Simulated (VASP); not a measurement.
# W (Im-3m) in VASP: a series of runs, part 2 of 2

VASP 6.6.1. Earlier steps stand in the parts before.

**4. Single point, r2SCAN**

This run uses another cell than the first one, of 15.34 Å³/atom, 1.033 times its volume.

The input, POSCAR:

```
W
1.0
   -1.5652493329      1.5652493329      1.5652493329
    1.5652493329     -1.5652493329      1.5652493329
    1.5652493329      1.5652493329     -1.5652493329
W
1
Direct
    0.0000000000      0.0000000000      0.0000000000
```

The input, INCAR.step1:

```
PREC = Accurate ; ENCUT = 520
ISMEAR = -1 ; SIGMA = 0.1
LREAL = False ; LASPH = True
NELM = 100 ; NBANDS = 13
GGA = PE ; ALGO = Normal
EDIFF = 1E-4 ; LWAVE = True
LCHARG = False
```

The input, INCAR.step2:

```
PREC = Accurate ; ENCUT = 520
EDIFF = 1E-6 ; ISMEAR = -1
SIGMA = 0.1 ; LREAL = False
LASPH = True ; NELM = 100
ALGO = Normal ; ISIF = 2
LWAVE = False ; LCHARG = True
METAGGA = R2SCAN ; LMIXTAU = True
LELF = True ; LVHAR = True
NBANDS = 13 ; ISTART = 1
```

The input, KPOINTS:

```
Automatic mesh
0
Gamma
  15 15 15
```

Potentials or basis: VASP PAW PBE potentials, release 64 (W_sv).

On the command line:

```
$ cat potpaw_PBE.64/W_sv/POTCAR > POTCAR
$ cp INCAR.step1 INCAR
$ mpirun -np 1 vasp_std > vasp.out
$ cp INCAR.step2 INCAR
$ mpirun -np 1 vasp_std > vasp.out
```

OUTCAR:

```text
PREC = Accurate
   ENCUT = 520
   EDIFF = 1E-6
   ISMEAR = -1
   LREAL = False
   LASPH = True
   NELM = 100
   ISIF = 2
   METAGGA = R2SCAN
   ISTART = 1

 ion  position               nearest neighbor table
   1  0.000  0.000  0.000-

  LATTYP: Found a body centered cubic cell.
 ALAT       =     3.1304986658

  Lattice vectors:

 A1 = (  -1.5652493329,   1.5652493329,   1.5652493329)
 A2 = (   1.5652493329,  -1.5652493329,   1.5652493329)
 A3 = (   1.5652493329,   1.5652493329,  -1.5652493329)

Analysis of symmetry for initial positions (statically):
=====================================================================
 Subroutine PRICEL returns:
 Original cell was already a primitive cell.

 Routine SETGRP: Setting up the symmetry group for a
 body centered cubic supercell.

 Subroutine GETGRP returns: Found 48 space group operations
 (whereof 48 operations were pure point group operations)
 out of a pool of 48 trial point group operations.

The static configuration has the point symmetry O_h .

Analysis of symmetry for dynamics (positions and initial velocities):
=====================================================================
 Subroutine PRICEL returns:
 Original cell was already a primitive cell.

 Routine SETGRP: Setting up the symmetry group for a
 body centered cubic supercell.

 Subroutine GETGRP returns: Found 48 space group operations
 (whereof 48 operations were pure point group operations)
 out of a pool of 48 trial point group operations.

The dynamic configuration has the point symmetry O_h .

 Subroutine INISYM returns: Found 48 space group operations
 (whereof 48 operations are pure point group operations),
 and found     1 'primitive' translations

----------------------------------------------------------------------------------------

                                     Primitive cell

[... 112 lines left out ...]
   LORBIT       =      0    0 simple, 1 ext, 2 COOP (PROOUT), +10 PAW based schemes
   METAGGA = R2SCAN    functional components
   LHFCALC =     F    Hartree Fock is set to
   AEXX    =    0.0000 exact exchange contribution
   IVDW    =     0    specifies the selected vdW correction
   LEPSILON=     F    determine dielectric tensor
   LRPA    =     F    only Hartree local field effects (RPA)
 non-spin polarized calculation
  energy-cutoff  :      520.00
  volume of cell :       15.34
 maximum number of plane-waves:       423
   NGX =  9   NGY =  9   NGZ =  9

 number of electron      14.0000004 magnetization

 Free energy of the ion-electron system (eV)
  ---------------------------------------------------
  ext. energy  EPLUGINS =         0.00000000
  ---------------------------------------------------
  free energy    TOTEN  =       -51.32997333 eV

  energy without entropy =      -51.31766012  energy(sigma->0) =      -51.32381672

 E-fermi :  11.7348     XC(G=0): -15.1748

 val. band max:       11.6838573114   @ k =  -0.3333   0.4000   0.2667
 cond. band min:      11.8931651510   @ k =  -0.2667   0.3333   0.1333
 fundamental gap:      0.2093078396
 Fermi energy:        11.7347643076

 k-point     1 :       0.0000    0.0000    0.0000
  band No.  band energies     occupation
      1     -64.3060      2.00000
      2     -27.1094      2.00000
      3     -27.1094      2.00000
      4     -27.1094      2.00000
      5       1.4589      2.00000
      6      10.4303      2.00000
      7      10.4303      2.00000
      8      10.4303      2.00000
      9      14.4067      0.00000
     10      14.4067      0.00000
     11      27.1017      0.00000
     12      27.1017      0.00000
     13      27.1017      0.00000
[... 354 lines left out ...]
  band No.  band energies     occupation
      1     -64.1176      2.00000
      2     -28.4538      2.00000
      3     -27.8215      2.00000
      4     -27.2659      2.00000
      5       6.2703      2.00000
      6       8.1513      2.00000
      7      10.2598      2.00000
      8      14.0844      0.00000
      9      15.6501      0.00000
     10      20.7925      0.00000
     11      22.1305      0.00000
     12      25.8568      0.00000
     13      29.0903      0.00000

 [... further k-points ...]

------------------------ aborting loop because EDIFF is reached ----------------------------------------

  FORCE on cell =-STRESS in cart. coord.  units (eV):
  Direction    XX          YY          ZZ          XY          YZ          ZX
  --------------------------------------------------------------------------------------
  -------------------------------------------------------------------------------------
  Total        1.3485595      1.3485595      1.3485595      0.0000000     -0.0000000      0.0000000
  in kB      140.8543060    140.8543060    140.8543060      0.0000000     -0.0000000      0.0000000
  external PRESSURE =     140.8543060 kB  Pullay stress =       0.0000000 kB

 VOLUME and BASIS-vectors are now :
 -----------------------------------------------------------------------------
  energy-cutoff  :      520.00
  volume of cell :       15.34
      direct lattice vectors                 reciprocal lattice vectors
    -1.565249333  1.565249333  1.565249333     0.000000000  0.319437926  0.319437926
     1.565249333 -1.565249333  1.565249333     0.319437926  0.000000000  0.319437926
     1.565249333  1.565249333 -1.565249333     0.319437926  0.319437926  0.000000000

 POSITION                                       TOTAL-FORCE (eV/Angst)
 -----------------------------------------------------------------------------------
      0.00000      0.00000      0.00000        -0.000000     -0.000000      0.000000
 -----------------------------------------------------------------------------------
    total drift:                                0.000000     -0.000000      0.000000

  FREE ENERGIE OF THE ION-ELECTRON SYSTEM (eV)
  ---------------------------------------------------
  free  energy   TOTEN  =       -51.3299733256 eV

  energy  without entropy=      -51.3176601188  energy(sigma->0) =      -51.32381672
```

OUTCAR.step1:

```text
PREC = Accurate
   ENCUT = 520
   ISMEAR = -1
   LREAL = False
   LASPH = True
   NELM = 100
[... 598 lines left out ...]
 POSITION                                       TOTAL-FORCE (eV/Angst)
 -----------------------------------------------------------------------------------
      0.00000      0.00000      0.00000         0.000000      0.000000     -0.000000
 -----------------------------------------------------------------------------------
    total drift:                                0.000000     -0.000000      0.000000

  FREE ENERGIE OF THE ION-ELECTRON SYSTEM (eV)
  ---------------------------------------------------
  free  energy   TOTEN  =       -12.9153379397 eV

  energy  without entropy=      -12.9002364305  energy(sigma->0) =      -12.90778719
```

OSZICAR.step1:

```text
N       E                     dE             d eps       ncg     rms          rms(c)
DAV:   1     0.860960202086E+02    0.86096E+02   -0.74154E+03  3128   0.123E+03
DAV:   2    -0.118257082748E+02   -0.97922E+02   -0.94079E+02  3505   0.319E+02
DAV:   3    -0.134993275983E+02   -0.16736E+01   -0.16687E+01  3380   0.401E+01
DAV:   4    -0.135058505328E+02   -0.65229E-02   -0.65228E-02  3510   0.276E+00
DAV:   5    -0.135058998671E+02   -0.49334E-04   -0.49336E-04  3385   0.228E-01    0.223E+01
DAV:   6    -0.130460147931E+02    0.45989E+00   -0.36872E-01  3270   0.826E+00    0.924E+00
DAV:   7    -0.129193900386E+02    0.12662E+00   -0.20600E-01  3460   0.589E+00    0.574E-01
DAV:   8    -0.129153300128E+02    0.40600E-02   -0.42800E-03  3170   0.859E-01    0.621E-02
DAV:   9    -0.129153379397E+02   -0.79269E-05   -0.58452E-05  2430   0.100E-01
   1 F= -.12915338E+02 E0= -.12907787E+02  d E =-.151015E-01
```

Wall time 42 s (1 thread of Intel Xeon 6975P-C (Granite Rapids), shared host); peak memory 0.14 GiB.

Results:

```
Free energy            : -51.3300 eV
Pressure               : 14.1 GPa
Band gap on the k mesh : zero (band 7 reaches 16.79 eV, above the bottom of band 8 at 10.43 eV)
```

Levels at points of the mesh, in eV from the Fermi level:
```csv
k point,band 3,band 4,band 5,band 6,band 7,band 8,band 9,band 10,band 11,band 12
"(0.00, 0.00, 0.00)",-38.84,-38.84,-10.28,-1.30,-1.30,-1.30,2.67,2.67,15.37,15.37
```

Caveat: the PAW data sets were made with another functional, which shifts forces and pressure a little; spin-orbit coupling is left out, which moves the levels of the heavy elements.
